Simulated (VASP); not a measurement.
Write the native input for VASP 6.6.1 that does the following.

| Item | Value |
| --- | --- |
| Task | relaxation of cell and atoms |
| Functional | PBE |
| Potentials or basis | VASP PAW PBE potentials, release 64 (Al, N) |
| Cutoff | 600 eV |
| k mesh | 12 × 12 × 8 |
| Occupations | gaussian, width 0.05 eV |
| Spin | no spin polarisation |
| Dipole correction | no |
| Further INCAR settings | ALGO = Normal; EDIFF = 1e-06; IBRION = 2; EDIFFG = -0.01; NSW = 100; ISIF = 3 |

The structure of AlN lies in POSCAR:

```
AlN
1.0
    0.0000000000     -2.0352630592     -2.0352630592
   -2.0352630592      0.0000000000     -2.0352630592
    2.0352630592      2.0352630592     -4.0705261183
Al N
2 2
Direct
    0.8044355520      0.7198616699      0.7263302968
    0.1955644480      0.2801383301      0.2736697032
    0.5619172803      0.4078623807      0.5498863960
   -0.0619172803      1.0921376193     -0.0498863960
```

These files were run (other wordings do the same):

INCAR

```
SYSTEM = AlN
PREC = Accurate
ENCUT = 600
EDIFF = 1E-6
ISMEAR = 0
SIGMA = 0.05
LREAL = .FALSE.
LASPH = .TRUE.
NELM = 100
ALGO = Normal
ISIF = 3
LWAVE = .FALSE.
LCHARG = .FALSE.
GGA = PE
IBRION = 2
NSW = 100
EDIFFG = -0.01
```

KPOINTS

```
Automatic mesh
0
G
  12 12 8
  0 0 0
```

Potentials or basis: VASP PAW PBE potentials, release 64 (Al, N).

The run is started by

```bash
$ cat potpaw_PBE.64/Al/POTCAR potpaw_PBE.64/N/POTCAR > POTCAR
$ mpirun -np 1 vasp_std > vasp.out
```

Results of the run:

```
Relaxed volume                        : 8.42 Å³/atom
Relaxed cell                          : a = 2.877 Å, b = 2.877 Å, c = 4.983 Å, α = 73.23°, β = 73.21°, γ = 60.00°
Space group after relaxing (to 0.1 Å) : Fm-3m (No. 225)
Energy gained by relaxing             : 690.6 meV/atom
Ionic steps                           : 19
Pressure after relaxing               : 0.0 GPa
Largest force after relaxing          : 0.003 eV/Å
Band gap on the k mesh                : 4.43 eV (least direct gap 5.41 eV)
```

Run time: 23 min on 1 thread of Intel(R) Xeon(R) Platinum 8375C CPU @ 2.90GHz (Ice Lake), on a shared host, peak memory 0.41 GiB.
